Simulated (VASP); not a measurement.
# SiC (Moissanite 3C) (F-43m) in VASP: single point with PBE

Aim: the single point of SiC (Moissanite 3C) with PBE.

All numbers are computed with VASP 6.6.1; they aren't measurements. Logs are shortened: lines on timing, memory, paths and dates and some standing lists are left out, and cuts for length are marked.

## (1) The cell of the first run

It takes space group F-43m (No. 216, cubic). Conventional cell: a = 4.358 Å, b = 4.358 Å, c = 4.358 Å, α = 90.00°, β = 90.00°, γ = 90.00°. Si (site symmetry -43m) has 4 C at 1.89 Å within 2.5 Å. Within 2.5 Å of C (site symmetry -43m) lie 4 Si at 1.89 Å.

## (2) Single point, PBE

Input file INCAR:

```
SYSTEM = SiC
PREC     = Accurate       ! precision mode
ENCUT    = 600            ! plane-wave cutoff, eV
EDIFF    = 1E-6           ! SCF threshold, eV
ISMEAR   = 0              ! smearing method
SIGMA    = 0.01           ! smearing width, eV
LREAL    = .FALSE.        ! projectors in reciprocal space
LASPH    = .TRUE.         ! aspherical terms in the spheres
NELM     = 120            ! most SCF steps
ALGO     = Normal         ! electronic algorithm
ISIF     = 2              ! what is computed and relaxed
LWAVE    = .FALSE.        ! write WAVECAR
LCHARG   = .TRUE.         ! write CHGCAR
GGA      = PE             ! functional
LELF     = .TRUE.         ! ELF
LVHAR    = .TRUE.       
NBANDS   = 11             ! bands
GGA_COMPAT= .FALSE.
```

Input file KPOINTS:

```
regular mesh
0
G
  4 4 4
  0 0 0
```

Input file POSCAR:

```
SiC
1.0
    0.0000000000      2.1790000000      2.1790000000
    2.1790000000      0.0000000000      2.1790000000
    2.1790000000      2.1790000000      0.0000000000
Si C
1 1
Direct
    0.0000000000      0.0000000000      0.0000000000
    0.2500000000      0.2500000000      0.2500000000
```

Potentials or basis: VASP PAW PBE potentials, release 64 (Si, C).

Command:

```sh
cat potpaw_PBE.64/Si/POTCAR potpaw_PBE.64/C/POTCAR > POTCAR
mpirun -np 1 vasp_std > vasp.out
```

OUTCAR:

```text
SYSTEM = SiC
   PREC = Accurate
   ENCUT = 600
   EDIFF = 1E-6
   ISMEAR = 0
   LREAL = .FALSE.
   LASPH = .TRUE.
   NELM = 120
   ISIF = 2
   GGA = PE

 ion  position               nearest neighbor table
   1  0.000  0.000  0.000-   2 1.89   2 1.89   2 1.89   2 1.89
   2  0.250  0.250  0.250-   1 1.89   1 1.89   1 1.89   1 1.89

  LATTYP: Found a face centered cubic cell.
 ALAT       =     4.3580000000

  Lattice vectors:

 A1 = (   0.0000000000,   2.1790000000,   2.1790000000)
 A2 = (   2.1790000000,   0.0000000000,   2.1790000000)
 A3 = (   2.1790000000,   2.1790000000,   0.0000000000)

Analysis of symmetry for initial positions (statically):
=====================================================================
 Subroutine PRICEL returns:
 Original cell was already a primitive cell.

 Routine SETGRP: Setting up the symmetry group for a
 face centered cubic supercell.

 Subroutine GETGRP returns: Found 24 space group operations
 (whereof 24 operations were pure point group operations)
 out of a pool of 48 trial point group operations.

The static configuration has the point symmetry T_d .

Analysis of symmetry for dynamics (positions and initial velocities):
=====================================================================
 Subroutine PRICEL returns:
 Original cell was already a primitive cell.

 Routine SETGRP: Setting up the symmetry group for a
 face centered cubic supercell.

 Subroutine GETGRP returns: Found 24 space group operations
 (whereof 24 operations were pure point group operations)
 out of a pool of 48 trial point group operations.

The dynamic configuration has the point symmetry T_d .

 Subroutine INISYM returns: Found 24 space group operations
 (whereof 24 operations are pure point group operations),
 and found     1 'primitive' translations

----------------------------------------------------------------------------------------

                                     Primitive cell

  volume of cell :      20.6920

  direct lattice vectors                    reciprocal lattice vectors
     0.000000000  2.179000000  2.179000000    -0.229463056  0.229463056  0.229463056
     2.179000000  0.000000000  2.179000000     0.229463056 -0.229463056  0.229463056
     2.179000000  2.179000000  0.000000000     0.229463056  0.229463056 -0.229463056

  length of vectors
     3.081571352  3.081571352  3.081571352     0.397441672  0.397441672  0.397441672

[... 70 lines left out ...]
   ISYM   =      2    0-nonsym 1-usesym 2-fastsym
   POTIM  = 0.5000    time-step for ionic-motion
   TEBEG  =    0.0;   TEEND  =   0.0 temperature during run
   PSTRESS=    0.0 pullay stress
   NELECT =       8.0000    total number of electrons
   NUPDOWN=      -1.0000    fix difference up-down
   EMIN   =  10.00;   EMAX   =-10.00  energy-range for DOS
   EFERMI =   0.00;   METHOD = LEGACY
   ISMEAR =     0;   SIGMA  =   0.01  broadening in eV -4-tet -1-fermi 0-gaus
   EFERMI_NEDOS =   21; number of points for ismear=-14 and -15
   IALGO  =     38    algorithm
   IMIX   =      4    mixing-type and parameters
     AMIX     =   0.40;   BMIX     =  1.00
     AMIX_MAG =   1.60;   BMIX_MAG =  1.00
  volume/ion in A,a.u.               =      10.35        69.82
  Fermi-wavevector in a.u.,A,eV,Ry     =   1.192626  2.253736 19.352338  1.422357
  Thomas-Fermi vector in A             =   2.328660
   LORBIT       =      0    0 simple, 1 ext, 2 COOP (PROOUT), +10 PAW based schemes
   GGA     = PE    functional components
   LHFCALC =     F    Hartree Fock is set to
   AEXX    =    0.0000 exact exchange contribution
   IVDW    =     0    specifies the selected vdW correction
   LEPSILON=     F    determine dielectric tensor
   LRPA    =     F    only Hartree local field effects (RPA)
 non-spin polarized calculation
 Gauss-broadening in eV      SIGMA  =   0.01
  energy-cutoff  :      600.00
  volume of cell :       20.69
 maximum number of plane-waves:       701
 NGX is ok and might be reduce to    28
   NGX = 13   NGY = 13   NGZ = 13

 number of electron       8.0000000 magnetization

 Free energy of the ion-electron system (eV)
  ---------------------------------------------------
  ext. energy  EPLUGINS =         0.00000000
  ---------------------------------------------------
  free energy    TOTEN  =       -14.93334664 eV

  energy without entropy =      -14.93334664  energy(sigma->0) =      -14.93334664

 E-fermi :   8.2463     XC(G=0): -11.3406

 val. band max:        8.1644899311   @ k =   0.0000   0.0000   0.0000
 cond. band min:       9.4746917382   @ k =   0.5000   0.5000   0.0000
 fundamental gap:      1.3102018071
 Fermi energy:         8.2463385821

 k-point     1 :       0.0000    0.0000    0.0000
  band No.  band energies     occupation
      1      -7.2649      2.00000
      2       8.1645      2.00000
      3       8.1645      2.00000
      4       8.1645      2.00000
      5      14.3881      0.00000
      6      15.4223      0.00000
      7      15.4223      0.00000
      8      15.4223      0.00000
      9      22.6221      0.00000
     10      22.6221      0.00000
     11      24.6030      0.00000
[... 85 lines left out ...]
 k-point     8 :      -0.2500    0.5000    0.2500
  band No.  band energies     occupation
      1      -1.9951      2.00000
      2       1.1138      2.00000
      3       3.1536      2.00000
      4       3.4479      2.00000
      5      13.3474      0.00000
      6      17.5671      0.00000
      7      17.6077      0.00000
      8      17.8968      0.00000
      9      22.3769      0.00000
     10      25.5744      0.00000
     11      29.2014      0.00000

------------------------ aborting loop because EDIFF is reached ----------------------------------------

  FORCE on cell =-STRESS in cart. coord.  units (eV):
  Direction    XX          YY          ZZ          XY          YZ          ZX
  --------------------------------------------------------------------------------------
  -------------------------------------------------------------------------------------
  Total        0.4485682      0.4485682      0.4485682      0.0000000      0.0000000     -0.0000000
  in kB       34.7326105     34.7326105     34.7326105      0.0000000      0.0000000     -0.0000000
  external PRESSURE =      34.7326105 kB  Pullay stress =       0.0000000 kB

 VOLUME and BASIS-vectors are now :
 -----------------------------------------------------------------------------
  energy-cutoff  :      600.00
  volume of cell :       20.69
      direct lattice vectors                 reciprocal lattice vectors
     0.000000000  2.179000000  2.179000000    -0.229463056  0.229463056  0.229463056
     2.179000000  0.000000000  2.179000000     0.229463056 -0.229463056  0.229463056
     2.179000000  2.179000000  0.000000000     0.229463056  0.229463056 -0.229463056

 POSITION                                       TOTAL-FORCE (eV/Angst)
 -----------------------------------------------------------------------------------
      0.00000      0.00000      0.00000        -0.000000     -0.000000     -0.000000
      1.08950      1.08950      1.08950         0.000000      0.000000      0.000000
 -----------------------------------------------------------------------------------
    total drift:                               -0.000000     -0.000000     -0.000000

  FREE ENERGIE OF THE ION-ELECTRON SYSTEM (eV)
  ---------------------------------------------------
  free  energy   TOTEN  =       -14.9333466380 eV

  energy  without entropy=      -14.9333466380  energy(sigma->0) =      -14.93334664
```

Wall time 5.1 s (1 thread of Intel Xeon Platinum 8488C (Sapphire Rapids), shared host); peak memory 0.14 GiB.

What came out:

| Quantity | Value |
| --- | --- |
| Free energy | -14.9333 eV |
| Pressure | 3.5 GPa |
| Band gap on the k mesh | 1.31 eV, indirect (least direct gap 4.51 eV) |

Caveat: the k points lie up to 0.62 Å⁻¹ apart. A k mesh can miss the band edges.
